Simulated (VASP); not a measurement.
# Hf2Ti2Ge3 (P-6m2) in VASP: single point with PBE

Aim: the single point of Hf2Ti2Ge3 with PBE.

All numbers are computed with VASP 6.6.1; they aren't measurements. Logs are shortened: lines on timing, memory, paths and dates and some standing lists are left out, and cuts for length are marked.

### Step 1. The cell of the first run

Symmetry: P-6m2, No. 187, hexagonal system. Conventional cell: a = 4.694 Å, b = 4.694 Å, c = 10.396 Å, α = 90.00°, β = 90.00°, γ = 120.00°. Within 3.4 Å of Hf (site symmetry -6m2) lie 2 Ge at 2.59 Å and 3 Ti at 2.71 Å. Within 3.4 Å of Hf (site symmetry -6m2) lie 5 Ge at 2.61 to 2.71 Å and 3 Ti at 2.71 Å. Within 3.6 Å of Ti (site symmetry -6m2) lie 3 Hf at 2.71 Å and 3 Ge at 2.71 Å. Ti (site symmetry -6m2) has 3 Hf at 2.71 Å within 3.6 Å. Ge (site symmetry -6m2) has 3 Hf at 2.71 Å and 3 Ti at 2.71 Å within 3.6 Å. Ge (site symmetry 3m) has 2 Hf at 2.59 to 2.61 Å within 3.4 Å.

The cell was generated, and may not be a known phase.

### Step 2. Single point, PBE

Input file INCAR:

```
PREC = Accurate
ENCUT = 620
EDIFF = 1E-6
ISMEAR = 0
SIGMA = 0.2
LREAL = False
LASPH = True
NELM = 300
ALGO = All
ISIF = 2
LWAVE = False
LCHARG = False
GGA = PE
NBANDS = 52
GGA_COMPAT = False
ISEARCH = 1
KPAR = 4
```

Input file KPOINTS:

```
regular mesh
0
Gamma
  5 5 2
```

Input file POSCAR:

```
Hf2Ti2Ge3
1.0
    4.6938421932     -0.0000000035      0.0000000000
   -2.3469210936      4.0649865824      0.0000000000
    0.0000000000      0.0000000000     10.3962722484
Hf Ti Ge
2 2 3
Direct
    0.6666666667      0.3333333333      0.0000000000
    0.6666666667      0.3333333333      0.5000000000
    0.0000000000      0.0000000000      0.5000000000
    0.3333333333      0.6666666667      0.0000000000
    0.3333333333      0.6666666667      0.5000000000
    0.6666666667      0.3333333333      0.2492300118
    0.6666666667      0.3333333333      0.7507699882
```

Potentials or basis: VASP PAW PBE potentials, release 64 (Hf_pv, Ti_sv, Ge_d).

Command:

```console
> cat potpaw_PBE.64/Hf_pv/POTCAR potpaw_PBE.64/Ti_sv/POTCAR potpaw_PBE.64/Ge_d/POTCAR > POTCAR
> mpirun -np 4 vasp_std > vasp.out
```

OUTCAR:

```text
PREC = Accurate
   ENCUT = 620
   EDIFF = 1E-6
   ISMEAR = 0
   LREAL = False
   LASPH = True
   NELM = 300
   ISIF = 2
   GGA = PE

 ion  position               nearest neighbor table
   1  0.667  0.333  0.000-   6 2.59   7 2.59   4 2.71   4 2.71   4 2.71
   2  0.667  0.333  0.500-   6 2.61   7 2.61   5 2.71   5 2.71   3 2.71   3 2.71   3 2.71   5 2.71

   3  0.000  0.000  0.500-   2 2.71   5 2.71   2 2.71   5 2.71   2 2.71   5 2.71
   4  0.333  0.667  0.000-   1 2.71   1 2.71   1 2.71
   5  0.333  0.667  0.500-   2 2.71   2 2.71   3 2.71   3 2.71   3 2.71   2 2.71
   6  0.667  0.333  0.249-   1 2.59   2 2.61
   7  0.667  0.333  0.751-   1 2.59   2 2.61

  LATTYP: Found a hexagonal cell.
 ALAT       =     4.6938421932
 C/A-ratio  =     2.2148746849

  Lattice vectors:

 A1 = (   4.6938421932,  -0.0000000035,   0.0000000000)
 A2 = (  -2.3469210936,   4.0649865824,   0.0000000000)
 A3 = (   0.0000000000,   0.0000000000,  10.3962722484)

Analysis of symmetry for initial positions (statically):
=====================================================================
 Subroutine PRICEL returns:
 Original cell was already a primitive cell.

 Routine SETGRP: Setting up the symmetry group for a
 hexagonal supercell.

 Subroutine GETGRP returns: Found 12 space group operations
 (whereof 12 operations were pure point group operations)
 out of a pool of 24 trial point group operations.

The static configuration has the point symmetry D_3h.

Analysis of symmetry for dynamics (positions and initial velocities):
=====================================================================
 Subroutine PRICEL returns:
 Original cell was already a primitive cell.

 Routine SETGRP: Setting up the symmetry group for a
 hexagonal supercell.

 Subroutine GETGRP returns: Found 12 space group operations
 (whereof 12 operations were pure point group operations)
 out of a pool of 24 trial point group operations.

The dynamic configuration has the point symmetry D_3h.

 Subroutine INISYM returns: Found 12 space group operations
 (whereof 12 operations are pure point group operations),
 and found     1 'primitive' translations

----------------------------------------------------------------------------------------

                                     Primitive cell

  volume of cell :     198.3651

  direct lattice vectors                    reciprocal lattice vectors
     4.693842193 -0.000000003  0.000000000     0.213045083  0.123001636  0.000000000
    -2.346921094  4.064986582  0.000000000     0.000000000  0.246003272  0.000000000
     0.000000000  0.000000000 10.396272248     0.000000000  0.000000000  0.096188324

  length of vectors
     4.693842193  4.693842193 10.396272248     0.246003272  0.246003272  0.096188324

  position of ions in fractional coordinates (direct lattice)
     0.666666667  0.333333333  0.000000000
     0.666666667  0.333333333  0.500000000
     0.000000000  0.000000000  0.500000000
     0.333333333  0.666666667  0.000000000
     0.333333333  0.666666667  0.500000000
     0.666666667  0.333333333  0.249230012
     0.666666667  0.333333333  0.750769988

  ion indices of the primitive-cell ions
   primitive index   ion index
                 1           1
                 2           2
                 3           3
                 4           4
                 5           5
                 6           6
                 7           7

----------------------------------------------------------------------------------------

 KPOINTS: regular mesh

Automatic generation of k-mesh.
 Grid dimensions read from file:
 generate k-points for:    5    5    2

 Generating k-lattice:

  Cartesian coordinates                     Fractional coordinates (reciprocal lattice)
     0.042609017  0.024600327  0.000000000     0.200000000  0.000000000  0.000000000
     0.000000000  0.049200654  0.000000000    -0.000000000  0.200000000  0.000000000
     0.000000000  0.000000000  0.048094162     0.000000000  0.000000000  0.500000000

  Length of vectors
     0.049200654  0.049200654  0.048094162

  Shift w.r.t. Gamma in fractional coordinates (k-lattice)
     0.000000000  0.000000000  0.000000000

 Subroutine IBZKPT returns following result:
 ===========================================

 Found     10 irreducible k-points:

 Following reciprocal coordinates:
            Coordinates               Weight
  0.000000  0.000000  0.000000      1.000000
  0.200000  0.000000  0.000000      6.000000
  0.400000  0.000000  0.000000      6.000000
  0.200000  0.200000  0.000000      6.000000
  0.400000  0.200000  0.000000      6.000000
  0.000000  0.000000  0.500000      1.000000
  0.200000  0.000000  0.500000      6.000000
  0.400000  0.000000  0.500000      6.000000
  0.200000  0.200000  0.500000      6.000000
  0.400000  0.200000  0.500000      6.000000
   k-points           NKPTS =     10   k-points in BZ     NKDIM =     10   number of bands    NBANDS=     52
   number of dos      NEDOS =    301   number of ions     NIONS =      7
   total plane-waves  NPLWV = 134400
   dimension x,y,z NGX =    40 NGY =   40 NGZ =   84
   dimension x,y,z NGXF=    80 NGYF=   80 NGZF=  168
   ions per type =               2   2   3
   NGX,Y,Z   is equivalent  to a cutoff of  14.17, 14.17, 13.43 a.u.
   NGXF,Y,Z  is equivalent  to a cutoff of  28.33, 28.33, 26.86 a.u.
 SYSTEM =  unknown system
   PREC   = accura    normal or accurate (medium, high low for compatibility)
   ISTART =      0    job   : 0-new  1-cont  2-samecut
   ICHARG =      2    charge: 1-file 2-atom 10-const
   ISPIN  =      1    spin polarized calculation?
   LNONCOLLINEAR =      F non collinear calculations
   LSORBIT =      F    spin-orbit coupling
   LASPH  =      T    aspherical Exc in radial PAW
   ENCUT  =  620.0 eV  45.57 Ry    6.75 a.u.   9.53  9.53 21.11*2*pi/ulx,y,z
   NELM   =    300;   NELMIN=  2; NELMDL= -5     # of ELM steps
   EDIFF  = 0.1E-05   stopping-criterion for ELM
   LREAL  =      F    real-space projection
   EDIFFG = 0.1E-04   stopping-criterion for IOM
   NSW    =      0    number of steps for IOM
   IBRION =     -1    ionic relax: 0-MD 1-quasi-New 2-CG
   NFREE  =      0    steps in history (QN), initial steepest desc. (CG)
   ISIF   =      2    stress and relaxation
   ISYM   =      2    0-nonsym 1-usesym 2-fastsym
   POTIM  = 0.5000    time-step for ionic-motion
   TEBEG  =    0.0;   TEEND  =   0.0 temperature during run
   PSTRESS=    0.0 pullay stress
   NELECT =      86.0000    total number of electrons
   NUPDOWN=      -1.0000    fix difference up-down
   EMIN   =  10.00;   EMAX   =-10.00  energy-range for DOS
   EFERMI =   0.00;   METHOD = LEGACY
   ISMEAR =     0;   SIGMA  =   0.20  broadening in eV -4-tet -1-fermi 0-gaus
   EFERMI_NEDOS =   21; number of points for ismear=-14 and -15
   IALGO  =     58    algorithm
   IMIX   =      4    mixing-type and parameters
     AMIX     =   0.40;   BMIX     =  1.00
     AMIX_MAG =   1.60;   BMIX_MAG =  1.00
  volume/ion in A,a.u.               =      28.34       191.23
  Fermi-wavevector in a.u.,A,eV,Ry     =   1.239042  2.341449 20.887993  1.535224
  Thomas-Fermi vector in A             =   2.373542
   LORBIT       =      0    0 simple, 1 ext, 2 COOP (PROOUT), +10 PAW based schemes
   GGA     = PE    functional components
   LHFCALC =     F    Hartree Fock is set to
   AEXX    =    0.0000 exact exchange contribution
   IVDW    =     0    specifies the selected vdW correction
   LEPSILON=     F    determine dielectric tensor
   LRPA    =     F    only Hartree local field effects (RPA)
 non-spin polarized calculation
 Gauss-broadening in eV      SIGMA  =   0.20
  energy-cutoff  :      620.00
  volume of cell :      198.37
 maximum number of plane-waves:      7014
 NGX is ok and might be reduce to    40
   NGX = 19   NGY = 19   NGZ = 43

 number of electron      85.9999996 magnetization

 Free energy of the ion-electron system (eV)
  ---------------------------------------------------
  ext. energy  EPLUGINS =         0.00000000
  ---------------------------------------------------
  free energy    TOTEN  =       -42.57842458 eV

  energy without entropy =      -42.35234677  energy(sigma->0) =      -42.46538568

 E-fermi :   2.8135     XC(G=0):  -9.1787

 val. band max:        2.8062489952   @ k =   0.2000   0.0000   0.5000
 cond. band min:       2.8292977630   @ k =   0.4000   0.0000   0.5000
 fundamental gap:      0.0230487678
 Fermi energy:         2.8134561894

 k-point     1 :       0.0000    0.0000    0.0000
  band No.  band energies     occupation
      1     -54.1707      2.00000
      2     -54.1299      2.00000
      3     -30.6092      2.00000
      4     -30.5787      2.00000
      5     -30.4273      2.00000
      6     -30.4273      2.00000
[... 44 lines left out ...]
     51       4.3942      0.00000
     52       4.8844      0.00000

 k-point     2 :       0.2000    0.0000    0.0000
  band No.  band energies     occupation
      1     -54.1709      2.00000
      2     -54.1301      2.00000
      3     -30.6086      2.00000
      4     -30.5781      2.00000
      5     -30.4314      2.00000
      6     -30.4196      2.00000
[... 44 lines left out ...]
     51       4.8348      0.00000
     52       5.1942      0.00000

 k-point     3 :       0.4000    0.0000    0.0000
  band No.  band energies     occupation
      1     -54.1712      2.00000
      2     -54.1304      2.00000
      3     -30.6076      2.00000
      4     -30.5771      2.00000
      5     -30.4380      2.00000
      6     -30.4077      2.00000
[... 44 lines left out ...]
     51       4.8625      0.00000
     52       4.9738      0.00000

 k-point     4 :       0.2000    0.2000    0.0000
  band No.  band energies     occupation
      1     -54.1711      2.00000
      2     -54.1304      2.00000
      3     -30.6078      2.00000
      4     -30.5773      2.00000
      5     -30.4401      2.00000
      6     -30.4066      2.00000
[... 44 lines left out ...]
     51       4.9624      0.00000
     52       5.4080      0.00000

 k-point     5 :       0.4000    0.2000    0.0000
  band No.  band energies     occupation
      1     -54.1713      2.00000
      2     -54.1305      2.00000
      3     -30.6073      2.00000
      4     -30.5768      2.00000
      5     -30.4463      2.00000
      6     -30.3980      2.00000
[... 44 lines left out ...]
     51       4.7655      0.00000
     52       5.0110      0.00000

 k-point     6 :       0.0000    0.0000    0.5000
  band No.  band energies     occupation
      1     -54.1707      2.00000
      2     -54.1299      2.00000
      3     -30.6092      2.00000
      4     -30.5787      2.00000
      5     -30.4273      2.00000
      6     -30.4273      2.00000
[... 44 lines left out ...]
     51       4.5127      0.00000
     52       4.6166      0.00000

 k-point     7 :       0.2000    0.0000    0.5000
  band No.  band energies     occupation
      1     -54.1709      2.00000
      2     -54.1301      2.00000
      3     -30.6086      2.00000
      4     -30.5781      2.00000
      5     -30.4314      2.00000
      6     -30.4196      2.00000
[... 44 lines left out ...]
     51       4.6123      0.00000
     52       4.8757      0.00000

 k-point     8 :       0.4000    0.0000    0.5000
  band No.  band energies     occupation
      1     -54.1712      2.00000
      2     -54.1304      2.00000
      3     -30.6076      2.00000
      4     -30.5771      2.00000
      5     -30.4380      2.00000
      6     -30.4077      2.00000
[... 44 lines left out ...]
     51       4.3435      0.00000
     52       5.2131      0.00000

 k-point     9 :       0.2000    0.2000    0.5000
  band No.  band energies     occupation
      1     -54.1711      2.00000
      2     -54.1304      2.00000
      3     -30.6078      2.00000
      4     -30.5773      2.00000
      5     -30.4401      2.00000
      6     -30.4066      2.00000
[... 44 lines left out ...]
     51       4.8605      0.00000
     52       5.0994      0.00000

 k-point    10 :       0.4000    0.2000    0.5000
  band No.  band energies     occupation
      1     -54.1713      2.00000
      2     -54.1305      2.00000
      3     -30.6073      2.00000
      4     -30.5768      2.00000
      5     -30.4463      2.00000
      6     -30.3980      2.00000
[... 44 lines left out ...]
     51       4.3153      0.00000
     52       4.9903      0.00000

------------------------ aborting loop because EDIFF is reached ----------------------------------------

  FORCE on cell =-STRESS in cart. coord.  units (eV):
  Direction    XX          YY          ZZ          XY          YZ          ZX
  --------------------------------------------------------------------------------------
  -------------------------------------------------------------------------------------
  Total        0.0835501      0.0835501     -0.0313938     -0.0000000      0.0000000     -0.0000000
  in kB        0.6748269      0.6748269     -0.2535648     -0.0000000      0.0000000     -0.0000000
  external PRESSURE =       0.3653630 kB  Pullay stress =       0.0000000 kB

 VOLUME and BASIS-vectors are now :
 -----------------------------------------------------------------------------
  energy-cutoff  :      620.00
  volume of cell :      198.37
      direct lattice vectors                 reciprocal lattice vectors
     4.693842193 -0.000000003  0.000000000     0.213045083  0.123001636  0.000000000
    -2.346921094  4.064986582  0.000000000     0.000000000  0.246003272  0.000000000
     0.000000000  0.000000000 10.396272248     0.000000000  0.000000000  0.096188324

 POSITION                                       TOTAL-FORCE (eV/Angst)
 -----------------------------------------------------------------------------------
      2.34692      1.35500      0.00000         0.000000     -0.000000      0.000000
      2.34692      1.35500      5.19814        -0.000000     -0.000000      0.000000
      0.00000      0.00000      5.19814         0.000000      0.000000      0.000000
      0.00000      2.70999      0.00000         0.000000     -0.000000      0.000000
      0.00000      2.70999      5.19814         0.000000     -0.000000      0.000000
      2.34692      1.35500      2.59106        -0.000000     -0.000000     -0.019088
      2.34692      1.35500      7.80521         0.000000      0.000000      0.019088
 -----------------------------------------------------------------------------------
    total drift:                               -0.000001      0.000001      0.000000

  FREE ENERGIE OF THE ION-ELECTRON SYSTEM (eV)
  ---------------------------------------------------
  free  energy   TOTEN  =       -42.5784245826 eV

  energy  without entropy=      -42.3523389354  energy(sigma->0) =      -42.46538176
```

Run time: 5.2 min. Hardware: 4 MPI ranks of Intel Xeon Platinum 8259CL at 2.50GHz (Skylake/Cascade Lake), shared host; peak memory 0.55 GiB.

Results:

```
Free energy            : -42.5784 eV
Pressure               : 0.0 GPa
Largest force          : 0.019 eV/Å
Band gap on the k mesh : zero (bands 43 and 44 overlap by 0.80 eV)
```

Forces in eV/Å, atoms in the order of the input:
```
Hf   0.000  0.000  0.000
Hf   0.000  0.000  0.000
Ti   0.000  0.000  0.000
Ti   0.000  0.000  0.000
Ge   0.000  0.000  0.000
Ge   0.000  0.000 -0.019
Ge   0.000  0.000  0.019
```

Caveat: spin-orbit coupling is left out, which moves the levels of the heavy elements.

The gap in the log of VASP goes by the Fermi energy; the results here count the filled bands.